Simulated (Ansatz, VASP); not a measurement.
**SrTiO3: VASP beside Ansatz**

File INCAR:

```
PREC = Accurate
ENCUT = 520
EDIFF = 1E-7
ISMEAR = 0
SIGMA = 0.05
LREAL = False
LASPH = True
NELM = 100
ALGO = Normal
ISIF = 2
LWAVE = False
LCHARG = False
GGA = PE
NBANDS = 28
```

File KPOINTS:

```
Automatic mesh
0
Gamma
  8 8 8
```

The input POSCAR:

```
SrTiO3
1.0
    3.9364094381      0.0000000000      0.0000000000
    0.0000000000      3.9364094381      0.0000000000
    0.0000000000      0.0000000000      3.9364094381
Sr Ti O
1 1 3
Direct
    0.0500127480      0.0000000000      0.0000000000
    0.4511502718      0.5000000000      0.5000000000
   -0.0349611896      0.5000000000      0.5000000000
    0.4536070075      0.0000000000      0.5000000000
    0.4536070075      0.5000000000      0.0000000000
```

Input for Ansatz:

```yaml
crystal:
  lattice:
    - [3.9364094381, 0.0, 0.0]
    - [0.0, 3.9364094381, 0.0]
    - [0.0, 0.0, 3.9364094381]
  atoms:
    - { symbol: Sr, position: [0.050012748, 0.0, 0.0] }
    - { symbol: Ti, position: [0.4511502718, 0.5, 0.5] }
    - { symbol: O, position: [-0.0349611896, 0.5, 0.5] }
    - { symbol: O, position: [0.4536070075, 0.0, 0.5] }
    - { symbol: O, position: [0.4536070075, 0.5, 0.0] }
basis:
  ecutwfc: 520.0
kpoints:
  mp_grid: { grid: [8, 8, 8] }
hamiltonian:
  xc: pbe
  pseudopotentials: { kind: paw, azcp: { folder: soft_1 } }
scf:
  occupations: { method: gaussian, width: 0.05 }
output:
  forces: true
  stress: true
  eigenvalues: true
```

Change from the starting cell: mode 1 frozen in at -0.058 Å and mode 7 at +0.230 Å (largest displacements).

Alike in both runs: task single point; functional PBE; k mesh 8 × 8 × 8; occupations gaussian, width 0.05 eV; no spin polarisation.

|  | VASP | Ansatz |
| --- | --- | --- |
| version | VASP 6.6.1 | Ansatz 0.2.0 |
| potentials or method | VASP PAW PBE potentials, release 64 (Sr_sv, Ti_sv, O), cutoff 520 eV | scalar-relativistic, plane waves, PAW |
| valence electrons in the cell | 40 | 40 |

|  | VASP | Ansatz | Ansatz less VASP |
| --- | --- | --- | --- |
| gap on the k mesh at the Fermi level (eV) | 1.73 | 1.77 | +0.031 |
| least direct gap on the mesh (eV) | 2.12 | 2.14 | +0.017 |
| pressure (GPa) | 4.2 | 3.5 | -0.69 |
| traceless stress, the component that is largest in VASP (GPa) | -0.40 | -0.38 | +0.015 |
| rms of the force components (eV/Å) | 0.476 | 0.455 | -0.0211 |

Atom by atom the forces differ by 0.024 eV/Å (rms over components). The functional is the same, so the differences come from potentials, cutoffs and numerics.
